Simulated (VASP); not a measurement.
Crystal: Zn2CdO3.

```
Zn Cd O
1.0
     5.35401    0.00000    0.00000
    -2.67701    4.63671    0.00000
     0.00000    0.00000    3.09886
Zn Cd O
2 1 3
Direct
  0.66667 0.33333 0.00000
  0.33333 0.66667 0.00000
  0.00000 0.00000 0.00000
  0.50000 0.00000 0.50000
  0.00000 0.50000 0.50000
  0.50000 0.50000 0.50000
```

- Program: VASP 6.6.1
- Task: relaxation of cell and atoms
- Functional: PBE
- Potentials or basis: VASP PAW PBE potentials, release 64 (Zn, Cd, O)
- Cutoff: 600 eV
- k mesh: 6 × 6 × 6
- Occupations: gaussian, width 0.1 eV
- Spin: no spin polarisation

At the start: pressure -7.7 GPa; volume 12.82 Å³/atom.

Question: How do energy, volume and symmetry change on relaxing?

Answer: Over 7 steps the energy falls by 111.4 meV/atom and the volume is 12.16 Å³/atom (-5.2 %); space group P6/mmm (No. 191, to 0.05 Å).

The path:
| step | energy change (eV) | largest force (eV/Å) | pressure (GPa) | volume (Å³) |
| --- | --- | --- | --- | --- |
| 1 | 0.0000 | 0.0000 | -7.71 | 76.93 |
| 2 | -0.6120 | 0.0000 | 4.91 | 69.99 |
| 3 | -0.6155 | 0.0000 | 3.89 | 70.41 |
| 4 | -0.6669 | 0.0000 | 0.18 | 72.77 |
| 5 | -0.6679 | 0.0000 | -0.47 | 73.21 |
| 6 | -0.6680 | 0.0000 | -0.39 | 73.15 |
| 7 | -0.6687 | 0.0000 | 0.07 | 72.96 |

Final structure:
```xyz
6
Lattice="5.5039 0.0000 0.0000 -2.7519 4.7665 0.0000 0.0000 0.0000 2.7810" Properties=species:S:1:pos:R:3 pbc="T T T"
Zn    2.7519    1.5888    0.0000
Zn    0.0000    3.1777    0.0000
Cd    0.0000    0.0000    2.7810
O     2.7519    0.0000    1.3905
O    -1.3760    2.3832    1.3905
O     1.3760    2.3832    1.3905
```
